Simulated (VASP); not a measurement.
# CdTe (I-4m2) in VASP: a series of runs, part 2 of 2

VASP 6.6.1. The steps go on from the part before.

**3. Single point, PBE (strain -0.015 along x and y, +0.000 along z)**

The input, INCAR:

```
SYSTEM = CdTe
  PREC = Accurate
  ENCUT = 520
  EDIFF = 1E-6
  ISMEAR = 0
  SIGMA = 0.05
  LREAL = .False.
  LASPH = .True.
  NELM = 100
  ALGO = Normal
  ISIF = 2
  LWAVE = .False.
  LCHARG = .True.
  GGA = PE
  LELF = .True.
  LVHAR = .True.
  NBANDS = 16
```

The input, KPOINTS:

```
Automatic mesh
0
Gamma
  8 8 8
  0 0 0
```

The input, POSCAR:

```
CdTe
1.0
    0.0000000000      3.1569250000      3.2050000000
    3.1569250000      0.0000000000      3.2050000000
    3.1569250000      3.1569250000      0.0000000000
Cd Te
1 1
Direct
    0.0000000000      0.0000000000      0.0000000000
    0.7500000000      0.7500000000      0.7500000000
```

Potentials or basis: VASP PAW PBE potentials, release 64 (Cd, Te).

Command:

```
$ cat potpaw_PBE.64/Cd/POTCAR potpaw_PBE.64/Te/POTCAR > POTCAR
$ mpirun -np 1 vasp_std > vasp.out
```

OUTCAR:

```text
SYSTEM = CdTe
   PREC = Accurate
   ENCUT = 520
   EDIFF = 1E-6
   ISMEAR = 0
   LREAL = .False.
   LASPH = .True.
   NELM = 100
   ISIF = 2
   GGA = PE

 ion  position               nearest neighbor table
   1  0.000  0.000  0.000-   2 2.75   2 2.75   2 2.75   2 2.75
   2  0.750  0.750  0.750-   1 2.75   1 2.75   1 2.75   1 2.75

  LATTYP: Found a body centered tetragonal cell.
 ALAT       =     4.4645661504
 C/A-ratio  =     1.4357498095

  Lattice vectors:

 A1 = (  -3.1569250000,   0.0000000000,   3.2050000000)
 A2 = (   3.1569250000,   0.0000000000,   3.2050000000)
 A3 = (   0.0000000000,   3.1569250000,  -3.2050000000)

Analysis of symmetry for initial positions (statically):
=====================================================================
 Subroutine PRICEL returns:
 Original cell was already a primitive cell.

 Routine SETGRP: Setting up the symmetry group for a
 body centered tetragonal supercell.

 Subroutine GETGRP returns: Found  8 space group operations
 (whereof  8 operations were pure point group operations)
 out of a pool of 16 trial point group operations.

The static configuration has the point symmetry D_2d.

Analysis of symmetry for dynamics (positions and initial velocities):
=====================================================================
 Subroutine PRICEL returns:
 Original cell was already a primitive cell.

 Routine SETGRP: Setting up the symmetry group for a
 body centered tetragonal supercell.

 Subroutine GETGRP returns: Found  8 space group operations
 (whereof  8 operations were pure point group operations)
 out of a pool of 16 trial point group operations.

The dynamic configuration has the point symmetry D_2d.

 Subroutine INISYM returns: Found  8 space group operations
 (whereof  8 operations are pure point group operations),
 and found     1 'primitive' translations

[... 108 lines left out ...]
   EFERMI =   0.00;   METHOD = LEGACY
   ISMEAR =     0;   SIGMA  =   0.05  broadening in eV -4-tet -1-fermi 0-gaus
   EFERMI_NEDOS =   21; number of points for ismear=-14 and -15
   IALGO  =     38    algorithm
   IMIX   =      4    mixing-type and parameters
     AMIX     =   0.40;   BMIX     =  1.00
     AMIX_MAG =   1.60;   BMIX_MAG =  1.00
  volume/ion in A,a.u.               =      31.94       215.55
  Fermi-wavevector in a.u.,A,eV,Ry     =   1.073256  2.028160 15.672269  1.151879
  Thomas-Fermi vector in A             =   2.209050
   LORBIT       =      0    0 simple, 1 ext, 2 COOP (PROOUT), +10 PAW based schemes
   GGA     = PE    functional components
   LHFCALC =     F    Hartree Fock is set to
   AEXX    =    0.0000 exact exchange contribution
   IVDW    =     0    specifies the selected vdW correction
   LEPSILON=     F    determine dielectric tensor
   LRPA    =     F    only Hartree local field effects (RPA)
 non-spin polarized calculation
 Gauss-broadening in eV      SIGMA  =   0.05
  energy-cutoff  :      520.00
  volume of cell :       63.88
 maximum number of plane-waves:      1744
 NGX is ok and might be reduce to    36
   NGX = 17   NGY = 17   NGZ = 17

 number of electron      18.0000002 magnetization

 Free energy of the ion-electron system (eV)
  ---------------------------------------------------
  ext. energy  EPLUGINS =         0.00000000
  ---------------------------------------------------
  free energy    TOTEN  =        -4.66204054 eV

  energy without entropy =       -4.66204054  energy(sigma->0) =       -4.66204054

 E-fermi :   3.2219     XC(G=0):  -8.8689

 val. band max:        2.9661590486   @ k =   0.0000   0.0000   0.0000
 cond. band min:       3.9147840098   @ k =   0.0000   0.0000   0.0000
 fundamental gap:      0.9486249612
 Fermi energy:         3.2218515609

 k-point     1 :       0.0000    0.0000    0.0000
  band No.  band energies     occupation
      1      -8.6092      2.00000
      2      -5.5830      2.00000
      3      -5.5791      2.00000
      4      -5.5791      2.00000
      5      -5.2719      2.00000
      6      -5.2682      2.00000
[... 433 lines left out ...]
      3      -5.4966      2.00000
      4      -5.3036      2.00000
      5      -5.2562      2.00000
      6      -5.1144      2.00000
[... 8 lines left out ...]
     15      12.2456      0.00000
     16      12.8862      0.00000

 [... further k-points ...]
[... 5 lines left out ...]
  --------------------------------------------------------------------------------------
  -------------------------------------------------------------------------------------
  Total        2.4783383      2.4783383      2.4058702      0.0000000      0.0000000      0.0000000
  in kB       62.1562214     62.1562214     60.3387366      0.0000000      0.0000000      0.0000000
  external PRESSURE =      61.5503932 kB  Pullay stress =       0.0000000 kB

 VOLUME and BASIS-vectors are now :
 -----------------------------------------------------------------------------
  energy-cutoff  :      520.00
  volume of cell :       63.88
      direct lattice vectors                 reciprocal lattice vectors
     0.000000000  3.156925000  3.205000000    -0.158381970  0.158381970  0.156006240
     3.156925000  0.000000000  3.205000000     0.158381970 -0.158381970  0.156006240
     3.156925000  3.156925000  0.000000000     0.158381970  0.158381970 -0.156006240

 POSITION                                       TOTAL-FORCE (eV/Angst)
 -----------------------------------------------------------------------------------
      0.00000      0.00000      0.00000         0.000000      0.000000      0.000000
      4.73539      4.73539      4.80750        -0.000000     -0.000000     -0.000000
 -----------------------------------------------------------------------------------
    total drift:                                0.000000      0.000000     -0.000000

  FREE ENERGIE OF THE ION-ELECTRON SYSTEM (eV)
  ---------------------------------------------------
  free  energy   TOTEN  =        -4.6620405407 eV

  energy  without entropy=       -4.6620405407  energy(sigma->0) =       -4.66204054
```

OSZICAR:

```text
N       E                     dE             d eps       ncg     rms          rms(c)
DAV:   1     0.103759233674E+03    0.10376E+03   -0.85129E+03  1912   0.991E+02
DAV:   2    -0.133134222672E+01   -0.10509E+03   -0.10027E+03  2272   0.241E+02
DAV:   3    -0.485753688659E+01   -0.35262E+01   -0.35215E+01  2248   0.460E+01
DAV:   4    -0.488954673097E+01   -0.32010E-01   -0.32008E-01  2920   0.389E+00
DAV:   5    -0.488964010654E+01   -0.93376E-04   -0.93375E-04  2368   0.180E-01    0.644E+00
DAV:   6    -0.467714037101E+01    0.21250E+00   -0.36826E-01  2336   0.774E+00    0.512E+00
DAV:   7    -0.466092739630E+01    0.16213E-01   -0.11711E-01  2248   0.226E+00    0.184E+00
DAV:   8    -0.466167459038E+01   -0.74719E-03   -0.12211E-02  2128   0.130E+00    0.512E-01
DAV:   9    -0.466194857416E+01   -0.27398E-03   -0.96687E-04  2328   0.345E-01    0.131E-01
DAV:  10    -0.466200723133E+01   -0.58657E-04   -0.11628E-04  2376   0.101E-01    0.562E-02
DAV:  11    -0.466204113025E+01   -0.33899E-04   -0.63598E-05  2224   0.592E-02    0.286E-02
DAV:  12    -0.466204012967E+01    0.10006E-05   -0.28470E-06  2288   0.174E-02    0.164E-02
DAV:  13    -0.466204054065E+01   -0.41098E-06   -0.52669E-06  2200   0.142E-02
   1 F= -.46620405E+01 E0= -.46620405E+01  d E =-.483860E-15
```

stdout:

```text
POSCAR found type information on POSCAR CdTe
 POSCAR found :  2 types and       2 ions
 scaLAPACK will be used
 LDA part: xc-table for (Slater+PW92), standard interpolation
 POSCAR, INCAR and KPOINTS ok, starting setup
 FFT: planning ... GRIDC
 FFT: planning ... GRID_SOFT
 FFT: planning ... GRID
 WAVECAR not read
 entering main loop
```

Wall time 51 s (1 thread of Intel Xeon Platinum 8259CL at 2.50GHz (Skylake/Cascade Lake), shared host); peak memory 0.24 GiB.

Results:

| Item | Value |
| --- | --- |
| Free energy | -4.6620 eV |
| Pressure | 6.2 GPa |
| Band gap on the k mesh | 0.95 eV, direct |

Stress tensor (GPa, compression positive):
```
6.22 0.00 0.00
0.00 6.22 0.00
0.00 0.00 6.03
```

Levels at points of the mesh, in eV from the valence-band top:
| k point | band 6 | band 7 | band 8 | band 9 | band 10 | band 11 | band 12 | band 13 |
| --- | --- | --- | --- | --- | --- | --- | --- | --- |
| (0.00, 0.00, 0.00) | -8.23 | -0.05 | 0.00 | 0.00 | 0.95 | 4.53 | 4.53 | 4.53 |
| (0.50, 0.00, 0.00) | -7.83 | -4.82 | -0.93 | -0.85 | 1.86 | 5.09 | 5.18 | 7.09 |
| (0.50, 0.50, 0.00) | -7.69 | -4.70 | -2.06 | -2.06 | 2.48 | 2.70 | 9.10 | 9.44 |
| (0.50, 0.00, 0.50) | -7.66 | -4.62 | -2.15 | -2.12 | 2.42 | 2.59 | 9.22 | 9.37 |

Caveat: the cell differs from its parent crystal (strain -0.015 along x and y, +0.000 along z); spin-orbit coupling is left out, which moves the levels of the heavy elements.
